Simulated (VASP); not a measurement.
Here is a VASP 6.6.1 calculation.

Contents of INCAR:

```
ALGO = Normal
EDIFF = 1E-6
ENCUT = 520
GGA = PE
ISIF = 2
ISMEAR = 0
LASPH = True
LCHARG = True
LELF = True
LREAL = False
LVHAR = True
LWAVE = False
NBANDS = 21
NELM = 60
PREC = Accurate
SIGMA = 0.1
```

File KPOINTS:

```
k-points
0
Gamma
  12 12 4
```

The input POSCAR:

```
B2O
1.0
    2.5604154461      0.0000000000      0.0000000000
   -1.2802077231      2.2173848205      0.0000000000
    0.0000000000      0.0000000000     10.5517135399
B O
4 2
Direct
    0.0000000000      0.0000000000      0.4172414013
    0.0000000000      0.0000000000      0.5827585987
    0.6666666667      0.3333333333      0.0255481499
    0.3333333333      0.6666666667      0.9744518501
    0.6666666667      0.3333333333      0.3646383105
    0.3333333333      0.6666666667      0.6353616895
```

Potentials or basis: VASP PAW PBE potentials, release 64 (B, O).

Launch:

```bash
$ cat potpaw_PBE.64/B/POTCAR potpaw_PBE.64/O/POTCAR > POTCAR
$ mpirun -np 1 vasp_std > vasp.out
```

Task: What does it give for the pressure?

Result: 0.4 GPa.

Task: What does it give for the band gap on the k mesh?

Result: Zero (band 12 reaches 6.72 eV, above the bottom of band 13 at 2.80 eV).

Task: Estimate the largest force.

Result: 0.016 eV/Å.

Forces in eV/Å, atoms in the order of the input:
```
B    0.000  0.000 -0.015
B    0.000  0.000  0.015
B    0.000  0.000  0.014
B    0.000  0.000 -0.014
O    0.000  0.000  0.016
O    0.000  0.000 -0.016
```

Caveat: this functional lacks dispersion, which binds the layers, so the pressure and a relaxed spacing across them are unreliable.
